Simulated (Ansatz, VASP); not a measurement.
**AlN in VASP and in Ansatz**

The input POSCAR:

```
AlN
1.0
    3.3121157418      0.0000000000      0.0000000000
   -1.6560578709      2.8683763727      0.0000000000
    0.0000000000      0.0000000000      4.1875630000
Al N
2 2
Direct
    0.6666666667      0.3333333333      0.2500000000
    0.3333333333      0.6666666667      0.7500000000
    0.6666666667      0.3333333333      0.7500000000
    0.3333333333      0.6666666667      0.2500000000
```

INCAR.step1

```
ALGO     = Normal         # electronic algorithm
EDIFF    = 1E-5           # SCF threshold, eV
ENCUT    = 520            # plane-wave cutoff, eV
GGA      = PE             # functional
ISIF     = 2              # what is computed and relaxed
ISMEAR   = -1             # smearing method
LASPH    = T              # aspherical terms in the spheres
LCHARG   = F              # write CHGCAR
LREAL    = F              # projectors in reciprocal space
LWAVE    = T              # write WAVECAR
NBANDS   = 16             # bands
NELM     = 80             # most SCF steps
PREC     = Accurate       # precision mode
SIGMA    = 0.05           # smearing width, eV
```

The input INCAR.step2:

```
AEXX     = 0.25           # exact-exchange fraction
ALGO     = Normal         # electronic algorithm
EDIFF    = 1E-7           # SCF threshold, eV
ENCUT    = 520            # plane-wave cutoff, eV
GGA      = PE             # functional
HFSCREEN = 0.15           # screening, 1/A
ISIF     = 2              # what is computed and relaxed
ISMEAR   = -1             # smearing method
ISTART   = 1            
LASPH    = T              # aspherical terms in the spheres
LCHARG   = F              # write CHGCAR
LHFCALC  = T              # exact exchange
LREAL    = F              # projectors in reciprocal space
LWAVE    = F              # write WAVECAR
NBANDS   = 16             # bands
NELM     = 80             # most SCF steps
PREC     = Accurate       # precision mode
PRECFOCK = Normal       
SIGMA    = 0.05           # smearing width, eV
```

Contents of KPOINTS:

```
k-points
0
Gamma
  5 5 4
```

File input.yaml:

```yaml
crystal:
  lattice:
    - [3.3121157418, 0.0, 0.0]
    - [-1.6560578709, 2.8683763727, 0.0]
    - [0.0, 0.0, 4.187563]
  atoms:
    - { symbol: Al, position: [0.6666666667, 0.3333333333, 0.25] }
    - { symbol: Al, position: [0.3333333333, 0.6666666667, 0.75] }
    - { symbol: "N", position: [0.6666666667, 0.3333333333, 0.75] }
    - { symbol: "N", position: [0.3333333333, 0.6666666667, 0.25] }
hamiltonian:
  xc:
    exchange: pbe
    correlation: pbe
    exx: { coeff: 0.25, omega: 0.15 }
  pseudopotentials: { kind: paw }
kpoints:
  mp_grid: { grid: [5, 5, 4] }
scf:
  occupations: { method: fermi_dirac, width: 0.05 }
output:
  forces: true
  stress: true
  eigenvalues: true
  write_density: true
  write_potential: true
  elf: true
  volumetric_format: npy
```

Alike in both runs: task single point; functional PBE-based screened hybrid; k mesh 5 × 5 × 4; occupations fermi-dirac, width 0.05 eV; no spin polarisation.

|  | VASP | Ansatz |
| --- | --- | --- |
| version | VASP 6.6.1 | Ansatz 0.2.0 |
| potentials or method | VASP PAW PBE potentials, release 64 (Al, N) | Ansatz PAW |
| plane-wave cutoff (eV) | 520 | 420 |
| valence electrons in the cell | 16 | 16 |

```tsv
	VASP	Ansatz	Ansatz less VASP
gap on the k mesh at the Fermi level (eV)	4.69	4.69	-0.005
least direct gap on the mesh (eV)	4.69	4.69	-0.005
pressure (GPa)	-6.0	-5.9	+0.09
traceless stress, the component that is largest in VASP (GPa)	0.30	-0.14	-0.438
```

VASP's potentials were made for PBE, not for PBE-based screened hybrid. With one functional, cell and mesh, what is left measures potentials, basis and numerics.

The k mesh is coarse, so the values compare programs but aren't converged. Noted on Ansatz's run: odd divisions of the mesh miss points on the zone boundary, where band edges often lie, so the gap on the mesh can be too wide.
